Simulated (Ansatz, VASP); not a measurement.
# One calculation of InAs, two programs

```
In As
1.0
     0.00000    3.05459    3.05459
     3.05459    0.00000    3.05459
     3.05459    3.05459    0.00000
In As
1 1
Direct
  0.00000 0.00000 0.00000
  0.25000 0.25000 0.25000
```

Alike in both runs: task single point; functional PBE; dispersion D3(BJ); k mesh 6 × 6 × 6; occupations fermi-dirac, width 0.02 eV; no spin polarisation.

```csv
,VASP,Ansatz
version,VASP 6.6.1,Ansatz 0.2.0
potentials or method,"VASP PAW PBE potentials, release 64 (In_d, As)",plane waves
plane-wave cutoff (eV),520,420
valence electrons in the cell,18,28
```

Ansatz gave:

```
pressure (GPa) : 0.1
```

Estimate VASP's values.

pressure (GPa): 0.2.

VASP's potentials hold 18 valence electrons a cell and Ansatz's 28, so a difference there can come from the potentials and not from the codes.
